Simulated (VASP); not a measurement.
# GaSi (F-43m) in VASP: a series of runs

GaSi is run at these levels: PBE; tasks: single point.

Program: VASP 6.6.1. These are calculated values, not measurements. Logs are shortened: lines on timing, memory, paths and dates and some standing lists are left out, and cuts for length are marked.

## 1. The cell of the first run

It takes space group F-43m (No. 216, cubic). The conventional cell has a = 5.254 Å, b = 5.254 Å, c = 5.254 Å, α = 90.00°, β = 90.00°, γ = 90.00°. Ga (site symmetry -43m) has 4 Si at 2.28 Å within 3.0 Å. Within 3.0 Å of Si (site symmetry -43m) lie 4 Ga at 2.28 Å.

## 2. Single point, PBE

INCAR reads:

```
PREC = Accurate
ENCUT = 520
EDIFF = 1E-6
ISMEAR = 0
SIGMA = 0.1
LREAL = F
LASPH = T
NELM = 60
ALGO = Normal
ISIF = 2
LWAVE = F
LCHARG = F
GGA = PE
NBANDS = 16
```

KPOINTS reads:

```
Automatic mesh
0
Gamma
  6 6 6
```

POSCAR reads:

```
GaSi
1.0
    0.0000000000      2.6271099774      2.6271099774
    2.6271099774      0.0000000000      2.6271099774
    2.6271099774      2.6271099774      0.0000000000
Ga Si
1 1
Direct
    0.0000000000      0.0000000000      0.0000000000
    0.7500000000      0.7500000000      0.7500000000
```

Potentials or basis: VASP PAW PBE potentials, release 64 (Ga_d, Si).

Started as:

```sh
$ cat potpaw_PBE.64/Ga_d/POTCAR potpaw_PBE.64/Si/POTCAR > POTCAR
$ mpirun -np 1 vasp_std > vasp.out
```

OUTCAR:

```text
PREC = Accurate
   ENCUT = 520
   EDIFF = 1E-6
   ISMEAR = 0
   LREAL = F
   LASPH = T
   NELM = 60
   ISIF = 2
   GGA = PE

 ion  position               nearest neighbor table
   1  0.000  0.000  0.000-   2 2.28   2 2.28   2 2.28   2 2.28
   2  0.750  0.750  0.750-   1 2.28   1 2.28   1 2.28   1 2.28

  LATTYP: Found a face centered cubic cell.
 ALAT       =     5.2542199548

  Lattice vectors:

 A1 = (   0.0000000000,   2.6271099774,   2.6271099774)
 A2 = (   2.6271099774,   0.0000000000,   2.6271099774)
 A3 = (   2.6271099774,   2.6271099774,   0.0000000000)

Analysis of symmetry for initial positions (statically):
=====================================================================
 Subroutine PRICEL returns:
 Original cell was already a primitive cell.

 Routine SETGRP: Setting up the symmetry group for a
 face centered cubic supercell.

 Subroutine GETGRP returns: Found 24 space group operations
 (whereof 24 operations were pure point group operations)
 out of a pool of 48 trial point group operations.

The static configuration has the point symmetry T_d .

Analysis of symmetry for dynamics (positions and initial velocities):
=====================================================================
 Subroutine PRICEL returns:
 Original cell was already a primitive cell.

 Routine SETGRP: Setting up the symmetry group for a
 face centered cubic supercell.

 Subroutine GETGRP returns: Found 24 space group operations
 (whereof 24 operations were pure point group operations)
 out of a pool of 48 trial point group operations.

The dynamic configuration has the point symmetry T_d .

 Subroutine INISYM returns: Found 24 space group operations
 (whereof 24 operations are pure point group operations),
 and found     1 'primitive' translations

----------------------------------------------------------------------------------------

                                     Primitive cell

  volume of cell :      36.2631

  direct lattice vectors                    reciprocal lattice vectors
     0.000000000  2.627109977  2.627109977    -0.190323209  0.190323209  0.190323209
     2.627109977  0.000000000  2.627109977     0.190323209 -0.190323209  0.190323209
     2.627109977  2.627109977  0.000000000     0.190323209  0.190323209 -0.190323209

  length of vectors
     3.715294560  3.715294560  3.715294560     0.329649467  0.329649467  0.329649467

  position of ions in fractional coordinates (direct lattice)
     0.000000000  0.000000000  0.000000000
     0.750000000  0.750000000  0.750000000

  ion indices of the primitive-cell ions
   primitive index   ion index
                 1           1
                 2           2

----------------------------------------------------------------------------------------

 KPOINTS: Automatic mesh

Automatic generation of k-mesh.
 Grid dimensions read from file:
 generate k-points for:    6    6    6

 Generating k-lattice:

  Cartesian coordinates                     Fractional coordinates (reciprocal lattice)
    -0.031720535  0.031720535  0.031720535     0.166666667  0.000000000  0.000000000
     0.031720535 -0.031720535  0.031720535     0.000000000  0.166666667  0.000000000
     0.031720535  0.031720535 -0.031720535     0.000000000  0.000000000  0.166666667

  Length of vectors
     0.054941578  0.054941578  0.054941578

  Shift w.r.t. Gamma in fractional coordinates (k-lattice)
     0.000000000  0.000000000  0.000000000

 Subroutine IBZKPT returns following result:
 ===========================================

 Found     16 irreducible k-points:

 Following reciprocal coordinates:
            Coordinates               Weight
  0.000000  0.000000  0.000000      1.000000
  0.166667  0.000000  0.000000      8.000000
  0.333333  0.000000  0.000000      8.000000
  0.500000  0.000000  0.000000      4.000000
  0.166667  0.166667  0.000000      6.000000
  0.333333  0.166667  0.000000     24.000000
[... 8 lines left out ...]
 -0.333333  0.333333  0.166667     24.000000
 -0.333333  0.500000  0.166667     12.000000
   k-points           NKPTS =     16   k-points in BZ     NKDIM =     16   number of bands    NBANDS=     16
   number of dos      NEDOS =    301   number of ions     NIONS =      2
   total plane-waves  NPLWV =  21952
   dimension x,y,z NGX =    28 NGY =   28 NGZ =   28
   dimension x,y,z NGXF=    56 NGYF=   56 NGZF=   56
   ions per type =               1   1
   NGX,Y,Z   is equivalent  to a cutoff of  12.53, 12.53, 12.53 a.u.
   NGXF,Y,Z  is equivalent  to a cutoff of  25.06, 25.06, 25.06 a.u.
 SYSTEM =  unknown system
   PREC   = accura    normal or accurate (medium, high low for compatibility)
   ISTART =      0    job   : 0-new  1-cont  2-samecut
   ICHARG =      2    charge: 1-file 2-atom 10-const
   ISPIN  =      1    spin polarized calculation?
   LNONCOLLINEAR =      F non collinear calculations
   LSORBIT =      F    spin-orbit coupling
   LASPH  =      T    aspherical Exc in radial PAW
   ENCUT  =  520.0 eV  38.22 Ry    6.18 a.u.   6.91  6.91  6.91*2*pi/ulx,y,z
   NELM   =     60;   NELMIN=  2; NELMDL= -5     # of ELM steps
   EDIFF  = 0.1E-05   stopping-criterion for ELM
   LREAL  =      F    real-space projection
   EDIFFG = 0.1E-04   stopping-criterion for IOM
   NSW    =      0    number of steps for IOM
   IBRION =     -1    ionic relax: 0-MD 1-quasi-New 2-CG
   NFREE  =      0    steps in history (QN), initial steepest desc. (CG)
   ISIF   =      2    stress and relaxation
   ISYM   =      2    0-nonsym 1-usesym 2-fastsym
   POTIM  = 0.5000    time-step for ionic-motion
   TEBEG  =    0.0;   TEEND  =   0.0 temperature during run
   PSTRESS=    0.0 pullay stress
   NELECT =      17.0000    total number of electrons
   NUPDOWN=      -1.0000    fix difference up-down
   EMIN   =  10.00;   EMAX   =-10.00  energy-range for DOS
   EFERMI =   0.00;   METHOD = LEGACY
   ISMEAR =     0;   SIGMA  =   0.10  broadening in eV -4-tet -1-fermi 0-gaus
   EFERMI_NEDOS =   21; number of points for ismear=-14 and -15
   IALGO  =     38    algorithm
   IMIX   =      4    mixing-type and parameters
     AMIX     =   0.40;   BMIX     =  1.00
     AMIX_MAG =   1.60;   BMIX_MAG =  1.00
  volume/ion in A,a.u.               =      18.13       122.36
  Fermi-wavevector in a.u.,A,eV,Ry     =   1.271753  2.403265 22.005472  1.617357
  Thomas-Fermi vector in A             =   2.404669
   LORBIT       =      0    0 simple, 1 ext, 2 COOP (PROOUT), +10 PAW based schemes
   GGA     = PE    functional components
   LHFCALC =     F    Hartree Fock is set to
   AEXX    =    0.0000 exact exchange contribution
   IVDW    =     0    specifies the selected vdW correction
   LEPSILON=     F    determine dielectric tensor
   LRPA    =     F    only Hartree local field effects (RPA)
 non-spin polarized calculation
 Gauss-broadening in eV      SIGMA  =   0.10
  energy-cutoff  :      520.00
  volume of cell :       36.26
 maximum number of plane-waves:       987
   NGX = 13   NGY = 13   NGZ = 13

 number of electron      17.0000004 magnetization

 Free energy of the ion-electron system (eV)
  ---------------------------------------------------
  ext. energy  EPLUGINS =         0.00000000
  ---------------------------------------------------
  free energy    TOTEN  =        -7.23757118 eV

  energy without entropy =       -7.22810198  energy(sigma->0) =       -7.23283658

 E-fermi :   5.3774     XC(G=0): -10.3724

 val. band max:        5.3423791226   @ k =   0.3333   0.1667   0.0000
 cond. band min:       5.5244325630   @ k =   0.1667   0.1667   0.0000
 fundamental gap:      0.1820534404
 Fermi energy:         5.3774459866

 k-point     1 :       0.0000    0.0000    0.0000
  band No.  band energies     occupation
      1      -8.9319      2.00000
      2      -8.9319      2.00000
      3      -8.9319      2.00000
      4      -8.8049      2.00000
      5      -8.8049      2.00000
      6      -6.0720      2.00000
[... 8 lines left out ...]
     15      16.0046      0.00000
     16      16.0046      0.00000

 k-point     2 :       0.1667    0.0000    0.0000
  band No.  band energies     occupation
      1      -8.9425      2.00000
      2      -8.9220      2.00000
      3      -8.9220      2.00000
      4      -8.8049      2.00000
      5      -8.8049      2.00000
      6      -5.6483      2.00000
[... 8 lines left out ...]
     15      14.9996      0.00000
     16      16.3667      0.00000

 k-point     3 :       0.3333    0.0000    0.0000
  band No.  band energies     occupation
      1      -8.9645      2.00000
      2      -8.9065      2.00000
      3      -8.9065      2.00000
      4      -8.8004      2.00000
      5      -8.8004      2.00000
      6      -4.4338      2.00000
[... 8 lines left out ...]
     15      15.9930      0.00000
     16      17.1610      0.00000

 k-point     4 :       0.5000    0.0000    0.0000
  band No.  band energies     occupation
      1      -8.9758      2.00000
      2      -8.9013      2.00000
      3      -8.9013      2.00000
      4      -8.7954      2.00000
      5      -8.7954      2.00000
      6      -3.1987      2.00000
[... 8 lines left out ...]
     15      18.3450      0.00000
     16      19.4698      0.00000
[... 172 lines left out ...]
 k-point    14 :       0.5000    0.3333    0.1667
  band No.  band energies     occupation
      1      -8.9792      2.00000
      2      -8.8912      2.00000
      3      -8.8738      2.00000
      4      -8.8264      2.00000
      5      -8.7898      2.00000
      6      -3.3723      2.00000
[... 8 lines left out ...]
     15      18.9522      0.00000
     16      20.6697      0.00000

 k-point    15 :      -0.3333    0.3333    0.1667
  band No.  band energies     occupation
      1      -8.9782      2.00000
      2      -8.8932      2.00000
      3      -8.8650      2.00000
      4      -8.8227      2.00000
      5      -8.7941      2.00000
      6      -2.1515      2.00000
[... 8 lines left out ...]
     15      19.7510      0.00000
     16      20.3983      0.00000

 k-point    16 :      -0.3333    0.5000    0.1667
  band No.  band energies     occupation
      1      -8.9916      2.00000
      2      -8.8771      2.00000
      3      -8.8552      2.00000
      4      -8.8368      2.00000
      5      -8.7861      2.00000
      6      -1.2708      2.00000
[... 8 lines left out ...]
     15      20.3213      0.00000
     16      21.1572      0.00000

------------------------ aborting loop because EDIFF is reached ----------------------------------------

  FORCE on cell =-STRESS in cart. coord.  units (eV):
  Direction    XX          YY          ZZ          XY          YZ          ZX
  --------------------------------------------------------------------------------------
  -------------------------------------------------------------------------------------
  Total        4.6981974      4.6981974      4.6981974     -0.0000000      0.0000000     -0.0000000
  in kB      207.5759736    207.5759736    207.5759736     -0.0000000      0.0000000     -0.0000000
  external PRESSURE =     207.5759736 kB  Pullay stress =       0.0000000 kB

 VOLUME and BASIS-vectors are now :
 -----------------------------------------------------------------------------
  energy-cutoff  :      520.00
  volume of cell :       36.26
      direct lattice vectors                 reciprocal lattice vectors
     0.000000000  2.627109977  2.627109977    -0.190323209  0.190323209  0.190323209
     2.627109977  0.000000000  2.627109977     0.190323209 -0.190323209  0.190323209
     2.627109977  2.627109977  0.000000000     0.190323209  0.190323209 -0.190323209

 POSITION                                       TOTAL-FORCE (eV/Angst)
 -----------------------------------------------------------------------------------
      0.00000      0.00000      0.00000         0.000000     -0.000000      0.000000
      3.94066      3.94066      3.94066        -0.000000      0.000000     -0.000000
 -----------------------------------------------------------------------------------
    total drift:                               -0.000001     -0.000001     -0.000001

  FREE ENERGIE OF THE ION-ELECTRON SYSTEM (eV)
  ---------------------------------------------------
  free  energy   TOTEN  =        -7.2375711830 eV

  energy  without entropy=       -7.2281019847  energy(sigma->0) =       -7.23283658
```

It took 6.1 s on 1 thread of Intel Xeon 6975P-C, shared host; peak memory 0.16 GiB.

Results:

```yaml
Free_energy: -7.2376 eV
Pressure: 20.8 GPa
```

## 3. Single point, PBE

This run uses another cell than the first one, of 22.57 Å³/atom, 1.245 times its volume.

INCAR reads:

```
PREC = Accurate ; ENCUT = 520
EDIFF = 1E-7 ; ISMEAR = 0
SIGMA = 0.1 ; LREAL = F
LASPH = T ; NELM = 80
ALGO = Normal ; ISIF = 2
LWAVE = F ; LCHARG = F
GGA = PE ; NBANDS = 16
```

KPOINTS is that of step 2.

POSCAR reads:

```
GaSi
1.0
    0.0000000000      2.8260874685      2.8260874685
    2.8260874685      0.0000000000      2.8260874685
    2.8260874685      2.8260874685      0.0000000000
Ga Si
1 1
Direct
    0.0000000000      0.0000000000      0.0000000000
    0.7500000000      0.7500000000      0.7500000000
```

Potentials or basis: VASP PAW PBE potentials, release 64 (Ga_d, Si).

Started as:

```sh
$ cat potpaw_PBE.64/Ga_d/POTCAR potpaw_PBE.64/Si/POTCAR > POTCAR
$ mpirun -np 1 vasp_std > vasp.out
```

Run time: 8.9 s. Hardware: 1 thread of Intel Xeon 6975P-C, shared host; peak memory 0.16 GiB.

It converged, with:

```yaml
Free_energy: -7.7314 eV
Pressure: 0.4 GPa
```

Levels at points of the mesh, in eV from the Fermi level:
```tsv
k point	band 7	band 8	band 9	band 10	band 11	band 12
(0.00, 0.00, 0.00)	1.81	1.81	1.81	3.79	4.29	4.29
(0.50, 0.00, 0.00)	-5.19	0.52	0.52	2.78	5.17	5.17
(0.50, 0.50, 0.00)	-5.73	-1.15	-1.15	2.35	2.50	11.21
```
